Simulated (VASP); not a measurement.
A run of VASP 6.6.1:

The input INCAR:

```
SYSTEM = AlNi3
ALGO     = Normal         ! electronic algorithm
EDIFF    = 1E-7           ! SCF threshold, eV
ENCUT    = 520            ! plane-wave cutoff, eV
GGA      = PS             ! functional
ISIF     = 2              ! what is computed and relaxed
ISMEAR   = -1             ! smearing method
ISPIN    = 2              ! spin polarisation
LASPH    = .True.         ! aspherical terms in the spheres
LCHARG   = .False.        ! write CHGCAR
LMAXMIX  = 4              ! l up to which the mixer works
LORBIT   = 11             ! projections on sites
LREAL    = .False.        ! projectors in reciprocal space
LWAVE    = .False.        ! write WAVECAR
MAGMOM   = 1 1 1 0        ! initial moments
NBANDS   = 28             ! bands
NELM     = 150            ! most SCF steps
PREC     = Accurate       ! precision mode
SIGMA    = 0.05           ! smearing width, eV
```

KPOINTS

```
k-points
0
Gamma
  8 8 8
  0 0 0
```

The input POSCAR:

```
AlNi3
1.0
    3.5230547267      0.0000000000      0.0000000000
    0.0000000000      3.5230547267      0.0000000000
    0.0000000000      0.0000000000      3.5230547267
Ni Al
3 1
Direct
    0.5026850000      0.4964100000      0.0135770000
    0.5005900000      0.0062450000      0.4979510000
   -0.0162060000      0.4975420000      0.5045350000
   -0.0001420000     -0.0006570000     -0.0019820000
```

Potentials or basis: VASP PAW PBE potentials, release 64 (Ni, Al).

Launch:

```console
$ cat potpaw_PBE.64/Ni/POTCAR potpaw_PBE.64/Al/POTCAR > POTCAR
$ mpirun -np 1 vasp_std > vasp.out
```

Hardware: 1 thread of Oxide Virtual Turin-like Processor, on a shared host.

How long does it take, and how much memory?

It took 16 min on 1 thread of Oxide Virtual Turin-like Processor, with other jobs on the host, peak memory 0.48 GiB. Counts: scf iterations 17, k points 260.
